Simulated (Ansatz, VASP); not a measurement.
## TiC in VASP and in Ansatz

The input INCAR:

```
  ALGO = Normal
  EDIFF = 1E-8
  ENCUT = 520
  GGA = PS
  ISIF = 2
  ISMEAR = -1
  LASPH = T
  LCHARG = F
  LEFG = T
  LREAL = F
  LWAVE = F
  NBANDS = 15
  NELM = 100
  PREC = Accurate
  SIGMA = 0.03
```

File KPOINTS:

```
k-points
0
Gamma
  16 16 16
```

File POSCAR:

```
TiC
1.0
    0.0000000000      2.1198243393      2.1198243393
    2.1198243393      0.0000000000      2.1198243393
    2.1198243393      2.1198243393      0.0000000000
Ti C
1 1
Direct
    0.0000000000      0.0000000000      0.0000000000
    0.5000000000      0.5000000000      0.5000000000
```

Input for Ansatz:

```yaml
crystal:
  lattice:
    - [0.0, 2.1198243393, 2.1198243393]
    - [2.1198243393, 0.0, 2.1198243393]
    - [2.1198243393, 2.1198243393, 0.0]
  atoms:
    - { symbol: Ti, position: [0.0, 0.0, 0.0] }
    - { symbol: C, position: [0.5, 0.5, 0.5] }
kpoints:
  mp_grid: { grid: [16, 16, 16] }
scf:
  occupations: { method: fermi_dirac, width: 0.03 }
hamiltonian:
  xc: pbesol
  pseudopotentials: { kind: paw }
output:
  forces: true
  stress: true
  eigenvalues: true
  efg: { contact_densities: true }
```

Change from the starting cell: volume scaled by 0.94, PAW files.

Alike in both runs: task electric field gradients; functional PBEsol; k mesh 16 × 16 × 16; occupations fermi-dirac, width 0.03 eV; no spin polarisation.

|  | VASP | Ansatz |
| --- | --- | --- |
| version | VASP 6.6.1 | Ansatz 0.2.0 |
| potentials or method | VASP PAW PBE potentials, release 64 (Ti_sv, C) | PAW with Ansatz's default frozen-core files, scalar-relativistic |
| plane-wave cutoff (eV) | 520 | 420 |
| valence electrons in the cell | 16 | 16 |

|  | VASP | Ansatz | Ansatz less VASP |
| --- | --- | --- | --- |
| pressure (GPa) | 11.1 | 10.8 | -0.23 |

VASP's potentials were made for PBE, not for PBEsol.
